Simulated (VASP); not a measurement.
Runs of VASP 6.6.1 on GaN. The structure is that of space group P6_3mc (No. 186), or close to it. The cells are those of the table. 

```tsv
task	level	potentials or basis	spin	cell	k mesh	cutoff (eV)	smearing	grid for exact exchange (PRECFOCK)	share of exact exchange	gap on the mesh (eV)	pressure (GPa)	largest force (eV/Å)
single point	PBEsol	VASP PAW PBE potentials, release 64 (Ga_d, N)	non-collinear, zero start, SOC	a = 3.180, b = 3.180, c = 5.166 Å, angles 90.0, 90.0, 120.0°, 4 atoms	10 × 10 × 5	520	fermi-dirac 0.05 eV	-	-	-	0.8	0.13
dielectric tensor	PBEsol	VASP PAW PBE potentials, release 64 (Ga_d, N)	off	a = 3.180, b = 3.180, c = 5.166 Å, angles 90.0, 90.0, 120.0°, 4 atoms	10 × 10 × 5	520	gaussian 0.01 eV	-	-	1.93	-	-
single point	r2SCAN+D4	VASP PAW PBE potentials, release 64 (Ga_d, N)	off	a = 3.222, b = 3.222, c = 5.234 Å, angles 90.0, 90.0, 120.0°, 4 atoms	10 × 10 × 5	520	fermi-dirac 0.05 eV	-	-	(b)	(a)	0.12
single point	r2SCANh	VASP PAW PBE potentials, release 64 (Ga_d, N_h)	off	a = 3.180, b = 3.180, c = 5.166 Å, angles 90.0, 90.0, 120.0°, 4 atoms	5 × 5 × 3	1080	fermi-dirac 0.05 eV	Normal	0.1	3.12	0.6	0.15
```

Q: Estimate the missing entries.

A: (a) -7.0; (b) 2.10.

Caveats: some runs use coarse meshes; the PAW data sets were made with another functional, which shifts forces and pressure a little; the cell stands under tension (at least some runs).

A k mesh can miss the band edges, and rows without SOC leave out spin-orbit coupling on Ga.
